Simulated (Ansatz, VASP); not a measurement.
Two plane-wave programs on Ni

INCAR

```
SYSTEM = Ni
PREC     = Accurate       ! precision mode
ENCUT    = 520            ! plane-wave cutoff, eV
EDIFF    = 1E-6           ! SCF threshold, eV
ISMEAR   = 0              ! smearing method
SIGMA    = 0.05           ! smearing width, eV
LREAL    = .False.        ! projectors in reciprocal space
LASPH    = .True.         ! aspherical terms in the spheres
NELM     = 150            ! most SCF steps
ALGO     = Fast           ! electronic algorithm
ISIF     = 2              ! what is computed and relaxed
LWAVE    = .False.        ! write WAVECAR
LCHARG   = .False.        ! write CHGCAR
ISPIN    = 2              ! spin polarisation
MAGMOM   = 0.8 -0.8       ! initial moments
LORBIT   = 11             ! projections on sites
LMAXMIX  = 4              ! l up to which the mixer works
GGA      = PE             ! functional
NBANDS   = 21             ! bands
```

KPOINTS

```
Automatic mesh
0
Gamma
  20 20 10
  0 0 0
```

Contents of POSCAR:

```
Ni
1.0
    0.0000000000      1.7591346716      1.7591346716
    3.5182693432      1.7591346716      1.7591346716
    3.5182693432      3.5182693432      0.0000000000
Ni
2
Direct
    0.0000000000      0.0000000000      0.0000000000
    0.0000000000      0.0000000000      0.5000000000
```

Input for Ansatz:

```yaml
crystal:
  lattice:
    - [0.0, 1.7591346696, 1.7591346696]
    - [3.5182693392, 1.7591346696, 1.7591346696]
    - [3.5182693392, 3.5182693392, 0.0]
  atoms:
    - { symbol: Ni, position: [0.0, 0.0, 0.0], spin: 0.8 }
    - { symbol: Ni, position: [0.0, 0.0, 0.5], spin: -0.8 }
basis:
  ecutwfc: 420
  ecutrho_ratio: 4
kpoints:
  mp_grid: { grid: [20, 20, 10] }
hamiltonian:
  xc: pbe
scf:
  occupations: { method: gaussian, width: 0.05 }
output:
  forces: true
  stress: true
  eigenvalues: true
  populations: true
magnetization:
  spin_polarized: true
```

Alike in both runs: task single point; functional PBE; k mesh 20 × 20 × 10; occupations gaussian, width 0.05 eV; collinear spin.

|  | VASP | Ansatz |
| --- | --- | --- |
| version | VASP 6.6.1 | Ansatz 0.2.0 |
| potentials or method | VASP PAW PBE potentials, release 64 (Ni), cutoff 520 eV | scalar-relativistic, plane waves, PAW |
| valence electrons in the cell | 20 | 36 |

```tsv
	VASP	Ansatz	Ansatz less VASP
gap on the k mesh at the Fermi level (eV)	none	none	-
pressure (GPa)	-1.0	0.0	+1.01
traceless stress, the component that is largest in VASP (GPa)	-0.25	0.00	+0.254
net moment per atom (μB)	0.00	0.64	+0.643
size of the moment on the site where the two differ most (μB)	0.20	0.68	+0.483
```

The net moments are unlike, so the other rows may belong to different states. Site moments also hang on the region over which each program counts them. A gap of «none» marks a metal or a gap that the smearing closes. VASP's potentials hold 20 valence electrons a cell and Ansatz's 36, so a difference there can come from the potentials and not from the codes. Ansatz's warnings: look outside group, seeded moment not kept.
